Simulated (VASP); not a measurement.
A run of VASP 6.6.1 is set up as follows.

File INCAR:

```
SYSTEM = LiSi8O16
ALGO = Normal
EDIFF = 1E-6
EDIFFG = -0.02
ENCUT = 520
GGA = PE
IBRION = 2
ISIF = 2
ISMEAR = -1
LASPH = .TRUE.
LCHARG = .FALSE.
LREAL = Auto
LWAVE = .FALSE.
NELECT = 130.0
NELM = 100
NSW = 90
PREC = Accurate
SIGMA = 0.01
```

File KPOINTS:

```
Automatic mesh
0
Gamma
  1 1 1
  0.25 0.25 0.25
```

The input POSCAR:

```
LiSi8O16
1.0
    0.0000000000      5.0813926900      7.0944098900
    5.0813926900      0.0000000000      7.0944098900
    5.0813926900      5.0813926900      0.0000000000
Si O Li
8 16 1
Direct
    0.2500000000      0.2500000000      0.4557663000
    0.7500000000      0.7500000000      0.9557663000
    0.0807663000      0.6692337000      0.1250000000
    0.5807663000      0.1692337000      0.6250000000
    0.4192337000      0.8307663000      0.3750000000
    0.9192337000      0.3307663000      0.8750000000
    0.0000000000      0.0000000000      0.2942337000
    0.5000000000      0.5000000000      0.7942337000
    0.0892867300      0.2360795200      0.6696805100
    0.5892867300      0.7360795200      0.1696805100
    0.4860795200      0.3392867300      0.7549532500
    0.9860795200      0.8392867300      0.2549532500
    0.4107132700      0.2639204800      0.4950467500
    0.9107132700      0.7639204800      0.9950467500
    0.2053194900      0.8700467500      0.3889204800
    0.7053194900      0.3700467500      0.8889204800
    0.0139204800      0.1607132700      0.0803194900
    0.5139204800      0.6607132700      0.5803194900
    0.3799532500      0.0446805100      0.3610795200
    0.8799532500      0.5446805100      0.8610795200
    0.2946805100      0.6299532500      0.9642867300
    0.7946805100      0.1299532500      0.4642867300
    0.1200467500      0.4553194900      0.2857132700
    0.6200467500      0.9553194900      0.7857132700
    0.0000000000      0.0000000000      0.7179560000
```

Potentials or basis: VASP PAW PBE potentials, release 64 (Si, O, Li_sv).

Command:

```sh
$ cat potpaw_PBE.64/Si/POTCAR potpaw_PBE.64/O/POTCAR potpaw_PBE.64/Li_sv/POTCAR > POTCAR
$ mpirun -np 1 vasp_std > vasp.out
```

Q: Predict the energy gained by relaxing.

A: 15.5 meV/atom.

Step by step:
```tsv
step	energy change (eV)	largest force (eV/Å)	pressure (GPa)
1	0.0000	1.4547	-2.74
2	0.2626	3.0820	-2.58
3	-0.1657	0.7201	-2.84
4	-0.2193	0.9449	-3.24
5	-0.2262	0.6811	-3.15
6	-0.2842	0.3386	-3.50
7	-0.3007	0.3466	-3.83
8	-0.3154	0.2447	-3.97
9	-0.3181	0.2393	-4.06
10	-0.3292	0.2396	-4.17
11	-0.3299	0.2406	-4.21
12	-0.3406	0.2298	-4.27
13	-0.3437	0.3531	-4.34
14	-0.3504	0.3182	-4.39
15	-0.3630	0.2495	-4.54
16	-0.3523	0.3675	-4.84
17	-0.3650	0.2498	-4.63
18	-0.3684	0.1565	-4.65
19	-0.3692	0.1476	-4.67
20	-0.3721	0.1399	-4.68
21	-0.3756	0.1738	-4.71
22	-0.3780	0.1103	-4.71
23	-0.3795	0.0895	-4.71
24	-0.3795	0.0866	-4.70
25	-0.3804	0.0809	-4.68
26	-0.3813	0.1085	-4.64
27	-0.3825	0.0720	-4.60
28	-0.3836	0.0656	-4.54
29	-0.3829	0.1894	-4.42
30	-0.3838	0.0923	-4.50
31	-0.3846	0.0705	-4.44
32	-0.3852	0.0801	-4.35
33	-0.3857	0.0376	-4.31
34	-0.3858	0.0442	-4.29
35	-0.3861	0.0309	-4.27
36	-0.3863	0.0415	-4.24
37	-0.3866	0.0190	-4.23
```

Caveat: the cell carries a net charge on a neutralising background, which shifts energy and pressure; the cell is charged against a uniform background, so pressure and absolute levels hang on convention; the cutoff is under 1.25 times the usual one of these potentials, so pressure, stress and relaxed cells hold a basis-set (Pulay) error.
